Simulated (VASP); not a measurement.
# Pt12C in VASP: a series of runs

Runs on Pt12C. Level: PBE. Tasks: single point.

Everything below comes from runs of VASP 6.6.1. Logs are shortened: lines on timing, memory, paths and dates and some standing lists are left out, and cuts for length are marked.

**1. The cell of the first run**

The cell holds a slab with vacuum, 13 atoms: a = 5.614 Å, b = 5.614 Å, c = 19.351 Å, α = 90.00°, β = 90.00°, γ = 90.00°.

**2. Single point, PBE**

INCAR

```
ALGO = Normal
DIPOL = 0.5 0.5 0.321
EDIFF = 1E-6
ENCUT = 520
GGA = PE
GGA_COMPAT = F
IDIPOL = 3
ISIF = 2
ISMEAR = 0
LASPH = T
LCHARG = F
LDIPOL = T
LREAL = F
LWAVE = F
NBANDS = 74
NELM = 120
NELMDL = -8
PREC = Accurate
SIGMA = 0.1
```

KPOINTS

```
k-points
0
Gamma
  5 5 1
```

POSCAR

```
Pt12C
1.0
    5.6143281343      0.0000000000      0.0000000000
    0.0000000000      5.6143281343      0.0000000000
    0.0000000000      0.0000000000     19.3513792319
Pt C
12 1
Direct
    0.2500000000      0.2500000000      0.2067036128
    0.2500000000      0.7500000000      0.2067036128
    0.7500000000      0.2500000000      0.2067036128
    0.7500000000      0.7500000000      0.2067036128
    0.0000000000      0.0000000000      0.3062504947
    0.0000000000      0.5000000000      0.3062504947
    0.5000000000      0.0000000000      0.3062504947
    0.5000000000      0.5000000000      0.3062504947
    0.2500000000      0.2500000000      0.4057271132
    0.2500000000      0.7500000000      0.4057271132
    0.7500000000      0.2500000000      0.4057271132
    0.7500000000      0.7500000000      0.4057271132
    0.2500000000      0.3333333333      0.4924370302
```

Potentials or basis: VASP PAW PBE potentials, release 64 (Pt, C).

Command:

```console
$ cat potpaw_PBE.64/Pt/POTCAR potpaw_PBE.64/C/POTCAR > POTCAR
$ mpirun -np 1 vasp_std > vasp.out
```

OUTCAR:

```text
EDIFF = 1E-6
   ENCUT = 520
   GGA = PE
   ISIF = 2
   ISMEAR = 0
   LASPH = T
   LREAL = F
   NELM = 120
   NELMDL = -8
   PREC = Accurate

 ion  position               nearest neighbor table
   1  0.250  0.250  0.207-   5 2.77   6 2.77   7 2.77   8 2.77   2 2.81   3 2.81   2 2.81   3 2.81

   2  0.250  0.750  0.207-   5 2.77   6 2.77   7 2.77   8 2.77   1 2.81   4 2.81   1 2.81   4 2.81

   3  0.750  0.250  0.207-   5 2.77   6 2.77   7 2.77   8 2.77   1 2.81   4 2.81   4 2.81   1 2.81

   4  0.750  0.750  0.207-   5 2.77   6 2.77   7 2.77   8 2.77   2 2.81   3 2.81   3 2.81   2 2.81

   5  0.000  0.000  0.306-   9 2.77  10 2.77  11 2.77  12 2.77   1 2.77   2 2.77   3 2.77   4 2.77
                             6 2.81   7 2.81   6 2.81   7 2.81
   6  0.000  0.500  0.306-   9 2.77  10 2.77  11 2.77  12 2.77   1 2.77   2 2.77   3 2.77   4 2.77
                             5 2.81   8 2.81   5 2.81   8 2.81
   7  0.500  0.000  0.306-   9 2.77  10 2.77  11 2.77  12 2.77   1 2.77   2 2.77   3 2.77   4 2.77
                             5 2.81   8 2.81   8 2.81   5 2.81
   8  0.500  0.500  0.306-   9 2.77  10 2.77  11 2.77  12 2.77   1 2.77   2 2.77   3 2.77   4 2.77
                             6 2.81   7 2.81   7 2.81   6 2.81
   9  0.250  0.250  0.406-  13 1.74   6 2.77   7 2.77   8 2.77   5 2.77  11 2.81  10 2.81  10 2.81
                            11 2.81
  10  0.250  0.750  0.406-   5 2.77   6 2.77   7 2.77   8 2.77   9 2.81  12 2.81   9 2.81  12 2.81

  11  0.750  0.250  0.406-   5 2.77   6 2.77   7 2.77   8 2.77   9 2.81  12 2.81  12 2.81   9 2.81

  12  0.750  0.750  0.406-   5 2.77   6 2.77   7 2.77   8 2.77  10 2.81  11 2.81  11 2.81  10 2.81

  13  0.250  0.333  0.492-   9 1.74

  LATTYP: Found a simple tetragonal cell.
 ALAT       =     5.6143281343
 C/A-ratio  =     3.4467845072

  Lattice vectors:

 A1 = (   5.6143281343,   0.0000000000,   0.0000000000)
 A2 = (   0.0000000000,   5.6143281343,   0.0000000000)
 A3 = (   0.0000000000,   0.0000000000,  19.3513792319)

Analysis of symmetry for initial positions (statically):
=====================================================================
 Subroutine PRICEL returns:
 Original cell was already a primitive cell.

 Routine SETGRP: Setting up the symmetry group for a
 simple tetragonal supercell.

 Subroutine GETGRP returns: Found  2 space group operations
 (whereof  1 operations were pure point group operations)
 out of a pool of 16 trial point group operations.

The static configuration has the point symmetry C_1 .
 The point group associated with its full space group is C_1h.

Analysis of symmetry for dynamics (positions and initial velocities):
=====================================================================
 Subroutine PRICEL returns:
 Original cell was already a primitive cell.

 Routine SETGRP: Setting up the symmetry group for a
 simple tetragonal supercell.

 Subroutine GETGRP returns: Found  2 space group operations
 (whereof  1 operations were pure point group operations)
 out of a pool of 16 trial point group operations.

The dynamic configuration has the point symmetry C_1 .
 The point group associated with its full space group is C_1h.

 Subroutine INISYM returns: Found  2 space group operations
 (whereof  1 operations are pure point group operations),
 and found     1 'primitive' translations

----------------------------------------------------------------------------------------

                                     Primitive cell

  volume of cell :     609.9686

  direct lattice vectors                    reciprocal lattice vectors
     5.614328134  0.000000000  0.000000000     0.178115703  0.000000000  0.000000000
     0.000000000  5.614328134  0.000000000     0.000000000  0.178115703  0.000000000
     0.000000000  0.000000000 19.351379232     0.000000000  0.000000000  0.051675903

  length of vectors
     5.614328134  5.614328134 19.351379232     0.178115703  0.178115703  0.051675903

  position of ions in fractional coordinates (direct lattice)
     0.250000000  0.250000000  0.206703613
     0.250000000  0.750000000  0.206703613
     0.750000000  0.250000000  0.206703613
     0.750000000  0.750000000  0.206703613
     0.000000000  0.000000000  0.306250495
     0.000000000  0.500000000  0.306250495
     0.500000000  0.000000000  0.306250495
     0.500000000  0.500000000  0.306250495
     0.250000000  0.250000000  0.405727113
     0.250000000  0.750000000  0.405727113
     0.750000000  0.250000000  0.405727113
     0.750000000  0.750000000  0.405727113
     0.250000000  0.333333333  0.492437030

  ion indices of the primitive-cell ions
   primitive index   ion index
                 1           1
                 2           2
                 3           3
                 4           4
                 5           5
                 6           6
                 7           7
                 8           8
                 9           9
                10          10
                11          11
                12          12
                13          13

----------------------------------------------------------------------------------------

 KPOINTS: k-points

Automatic generation of k-mesh.
 Grid dimensions read from file:
 generate k-points for:    5    5    1

 Generating k-lattice:

  Cartesian coordinates                     Fractional coordinates (reciprocal lattice)
     0.035623141  0.000000000  0.000000000     0.200000000  0.000000000  0.000000000
     0.000000000  0.035623141  0.000000000     0.000000000  0.200000000  0.000000000
     0.000000000  0.000000000  0.051675903     0.000000000  0.000000000  1.000000000

  Length of vectors
     0.035623141  0.035623141  0.051675903

  Shift w.r.t. Gamma in fractional coordinates (k-lattice)
     0.000000000  0.000000000  0.000000000

 Subroutine IBZKPT returns following result:
 ===========================================

 Found      9 irreducible k-points:

 Following reciprocal coordinates:
            Coordinates               Weight
  0.000000  0.000000  0.000000      1.000000
  0.200000  0.000000  0.000000      2.000000
  0.000000  0.200000  0.000000      2.000000
  0.400000  0.000000  0.000000      2.000000
  0.000000  0.400000  0.000000      2.000000
  0.200000  0.200000  0.000000      4.000000
  0.400000  0.200000  0.000000      4.000000
 -0.200000  0.400000  0.000000      4.000000
  0.400000  0.400000  0.000000      4.000000
   k-points           NKPTS =      9   k-points in BZ     NKDIM =      9   number of bands    NBANDS=     74
   number of dos      NEDOS =    301   number of ions     NIONS =     13
   total plane-waves  NPLWV = 254016
   dimension x,y,z NGX =    42 NGY =   42 NGZ =  144
   dimension x,y,z NGXF=    84 NGYF=   84 NGZF=  288
   ions per type =              12   1
   NGX,Y,Z   is equivalent  to a cutoff of  12.44, 12.44, 12.37 a.u.
   NGXF,Y,Z  is equivalent  to a cutoff of  24.87, 24.87, 24.74 a.u.
 SYSTEM =  unknown system
   PREC   = accura    normal or accurate (medium, high low for compatibility)
   ISTART =      0    job   : 0-new  1-cont  2-samecut
   ICHARG =      2    charge: 1-file 2-atom 10-const
   ISPIN  =      1    spin polarized calculation?
   LNONCOLLINEAR =      F non collinear calculations
   LSORBIT =      F    spin-orbit coupling
   LASPH  =      T    aspherical Exc in radial PAW
   ENCUT  =  520.0 eV  38.22 Ry    6.18 a.u.  10.44 10.44 35.98*2*pi/ulx,y,z
   NELM   =    120;   NELMIN=  2; NELMDL= -8     # of ELM steps
   EDIFF  = 0.1E-05   stopping-criterion for ELM
   LREAL  =      F    real-space projection
   EDIFFG = 0.1E-04   stopping-criterion for IOM
   NSW    =      0    number of steps for IOM
   IBRION =     -1    ionic relax: 0-MD 1-quasi-New 2-CG
   NFREE  =      0    steps in history (QN), initial steepest desc. (CG)
   ISIF   =      2    stress and relaxation
   ISYM   =      2    0-nonsym 1-usesym 2-fastsym
   POTIM  = 0.5000    time-step for ionic-motion
   TEBEG  =    0.0;   TEEND  =   0.0 temperature during run
   PSTRESS=    0.0 pullay stress
   NELECT =     124.0000    total number of electrons
   NUPDOWN=      -1.0000    fix difference up-down
   EMIN   =  10.00;   EMAX   =-10.00  energy-range for DOS
   EFERMI =   0.00;   METHOD = LEGACY
   ISMEAR =     0;   SIGMA  =   0.10  broadening in eV -4-tet -1-fermi 0-gaus
   EFERMI_NEDOS =   21; number of points for ismear=-14 and -15
   IALGO  =     38    algorithm
   IMIX   =      4    mixing-type and parameters
     AMIX     =   0.40;   BMIX     =  1.00
     AMIX_MAG =   1.60;   BMIX_MAG =  1.00
  volume/ion in A,a.u.               =      46.92       316.64
  Fermi-wavevector in a.u.,A,eV,Ry     =   0.962601  1.819052 12.607163  0.926600
  Thomas-Fermi vector in A             =   2.092074
   LORBIT       =      0    0 simple, 1 ext, 2 COOP (PROOUT), +10 PAW based schemes
   GGA     = PE    functional components
   LHFCALC =     F    Hartree Fock is set to
   AEXX    =    0.0000 exact exchange contribution
   IVDW    =     0    specifies the selected vdW correction
   LEPSILON=     F    determine dielectric tensor
   LRPA    =     F    only Hartree local field effects (RPA)
 non-spin polarized calculation
 Gauss-broadening in eV      SIGMA  =   0.10
  energy-cutoff  :      520.00
  volume of cell :      609.97
 maximum number of plane-waves:     16469
 NGX is ok and might be reduce to    42
   NGX = 21   NGY = 21   NGZ = 71

 dipolmoment           0.000000      0.000000     -0.067189 electrons x Angstroem

 number of electron     124.0000010 magnetization

 dipolmoment           0.000000      0.000000      0.029387 electrons x Angstroem

 Free energy of the ion-electron system (eV)
  ---------------------------------------------------
  ext. energy  EPLUGINS =         0.00000000
  ---------------------------------------------------
  free energy    TOTEN  =       -72.28511325 eV

  energy without entropy =      -72.15315848  energy(sigma->0) =      -72.21913587

 E-fermi :  -0.5471     XC(G=0):  -5.2242

 val. band max:       -0.5793531897   @ k =   0.0000   0.2000   0.0000
 cond. band min:      -0.5456146551   @ k =   0.0000   0.0000   0.0000
 fundamental gap:      0.0337385345
 Fermi energy:        -0.5470585070

 k-point     1 :       0.0000    0.0000    0.0000
  band No.  band energies     occupation
      1     -11.7572      2.00000
      2      -9.3453      2.00000
      3      -7.2778      2.00000
      4      -7.2450      2.00000
      5      -7.1769      2.00000
      6      -6.9136      2.00000
[... 66 lines left out ...]
     73       1.8132      0.00000
     74       2.0696      0.00000

 k-point     2 :       0.2000    0.0000    0.0000
  band No.  band energies     occupation
      1     -11.7444      2.00000
      2      -9.1225      2.00000
      3      -7.3369      2.00000
      4      -7.1480      2.00000
      5      -6.9720      2.00000
      6      -6.7755      2.00000
[... 66 lines left out ...]
     73       2.4755      0.00000
     74       2.7226      0.00000

 k-point     3 :       0.0000    0.2000    0.0000
  band No.  band energies     occupation
      1     -11.7391      2.00000
      2      -9.1253      2.00000
      3      -7.3207      2.00000
      4      -7.0571      2.00000
      5      -7.0535      2.00000
      6      -6.8208      2.00000
[... 451 lines left out ...]
     73       2.3718      0.00000
     74       3.3707      0.00000

 k-point     9 :       0.4000    0.4000    0.0000
  band No.  band energies     occupation
      1     -11.6919      2.00000
      2      -7.6856      2.00000
      3      -7.0301      2.00000
      4      -6.9770      2.00000
      5      -6.5312      2.00000
      6      -6.2346      2.00000
[... 66 lines left out ...]
     73       2.5060      0.00000
     74       3.0404      0.00000

------------------------ aborting loop because EDIFF is reached ----------------------------------------

 vacuum level on the upper side and lower side of the slab       (xc-potential included)        -0.111        -0.273

  FORCE on cell =-STRESS in cart. coord.  units (eV):
  Direction    XX          YY          ZZ          XY          YZ          ZX
  --------------------------------------------------------------------------------------
  -------------------------------------------------------------------------------------
  Total       -9.4401138    -10.1370593      3.3815894      0.0000000      0.8330682      0.0000000
  in kB      -24.7959245    -26.6265600      8.8822695      0.0000000      2.1881830      0.0000000
  external PRESSURE =     -14.1800717 kB  Pullay stress =       0.0000000 kB

 VOLUME and BASIS-vectors are now :
 -----------------------------------------------------------------------------
  energy-cutoff  :      520.00
  volume of cell :      609.97
      direct lattice vectors                 reciprocal lattice vectors
     5.614328134  0.000000000  0.000000000     0.178115703  0.000000000  0.000000000
     0.000000000  5.614328134  0.000000000     0.000000000  0.178115703  0.000000000
     0.000000000  0.000000000 19.351379232     0.000000000  0.000000000  0.051675903

 POSITION                                       TOTAL-FORCE (eV/Angst)
 -----------------------------------------------------------------------------------
      1.40358      1.40358      4.00000         0.000000      0.013431     -0.000672
      1.40358      4.21075      4.00000         0.000000      0.037184      0.048772
      4.21075      1.40358      4.00000         0.000000     -0.035218      0.030855
      4.21075      4.21075      4.00000         0.000000     -0.096497     -0.455154
      0.00000      0.00000      5.92637        -0.022291     -0.028144     -0.128044
      0.00000      2.80716      5.92637        -0.110440      0.059081     -0.294933
      2.80716      0.00000      5.92637         0.022291     -0.028144     -0.128044
      2.80716      2.80716      5.92637         0.110440      0.059081     -0.294933
      1.40358      1.40358      7.85138         0.000000     -0.388039      0.735979
      1.40358      4.21075      7.85138         0.000000      0.145447      0.196359
      4.21075      1.40358      7.85138         0.000000     -0.080251     -0.114982
      4.21075      4.21075      7.85138         0.000000     -0.038943      0.121088
      1.40358      1.87144      9.52934         0.000000      0.381013      0.283709
 -----------------------------------------------------------------------------------
    total drift:                                0.000000      0.000057      0.000297

  FREE ENERGIE OF THE ION-ELECTRON SYSTEM (eV)
  ---------------------------------------------------
  free  energy   TOTEN  =       -72.2851132534 eV

  energy  without entropy=      -72.1531584795  energy(sigma->0) =      -72.21913587

 vacuum level on the upper side and lower side of the slab         5.116         4.953
```

Run time: 18 min. Hardware: 1 thread of Intel Xeon Platinum 8559C (Emerald Rapids), shared host; peak memory 0.7 GiB.

Results:

```
Free energy            : -72.2851 eV
Largest force          : 0.832 eV/Å
Band gap on the k mesh : zero (bands 62 and 63 overlap by 0.37 eV)
```

Forces in eV/Å, atoms in the order of the input:
```
Pt   0.000  0.013 -0.001
Pt   0.000  0.037  0.049
Pt   0.000 -0.035  0.031
Pt   0.000 -0.096 -0.455
Pt  -0.022 -0.028 -0.128
Pt  -0.110  0.059 -0.295
Pt   0.022 -0.028 -0.128
Pt   0.110  0.059 -0.295
Pt   0.000 -0.388  0.736
Pt   0.000  0.145  0.196
Pt   0.000 -0.080 -0.115
Pt   0.000 -0.039  0.121
C    0.000  0.381  0.284
```

Caveat: spin-orbit coupling is left out, which moves the levels of the heavy elements.

(Part 1 of 2 ends here.)

The gap in the log of VASP goes by the Fermi energy; the results here count the filled bands.